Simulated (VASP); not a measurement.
Write the native input for VASP 6.6.1 that does the following.

* Task: single point
* Functional: PBE
* Potentials or basis: VASP PAW PBE potentials, release 64 (B, P)
* Cutoff: 520 eV
* k mesh: 12 × 12 × 12
* Occupations: gaussian, width 0.05 eV
* Spin: no spin polarisation
* Dipole correction: no
* Further INCAR settings: ALGO = Normal; EDIFF = 1e-06; NBANDS = 11

The structure of BP lies in POSCAR:

```
BP
1.0
    0.0000000000      2.2526589954      2.3450541280
    2.3450541280      0.0000000000      2.3450541280
    2.3450541280      2.2526589954      0.0000000000
B P
1 1
Direct
    0.0000000000      0.0000000000      0.0000000000
    0.7500000000      0.7500000000      0.7500000000
```

These files were run (other wordings do the same):

INCAR

```
SYSTEM = BP
ALGO = Normal
EDIFF = 1E-6
ENCUT = 520
GGA = PE
ISIF = 2
ISMEAR = 0
LASPH = .TRUE.
LCHARG = .TRUE.
LELF = .TRUE.
LREAL = .FALSE.
LVHAR = .TRUE.
LWAVE = .FALSE.
NBANDS = 11
NELM = 100
PREC = Accurate
SIGMA = 0.05
```

KPOINTS

```
k-points
0
G
  12 12 12
  0 0 0
```

Potentials or basis: VASP PAW PBE potentials, release 64 (B, P).

Run with:

```bash
$ cat potpaw_PBE.64/B/POTCAR potpaw_PBE.64/P/POTCAR > POTCAR
$ mpirun -np 1 vasp_std > vasp.out
```

It gave:

```json
{
  "Pressure": "-7.8 GPa",
  "Band gap on the k mesh": "0.74 eV (least direct gap 2.93 eV)"
}
```

Caveat: the cell stands under tension.

Wall time 34 s on 1 thread of Intel Xeon 8259CL (shared host), peak memory 0.17 GiB.
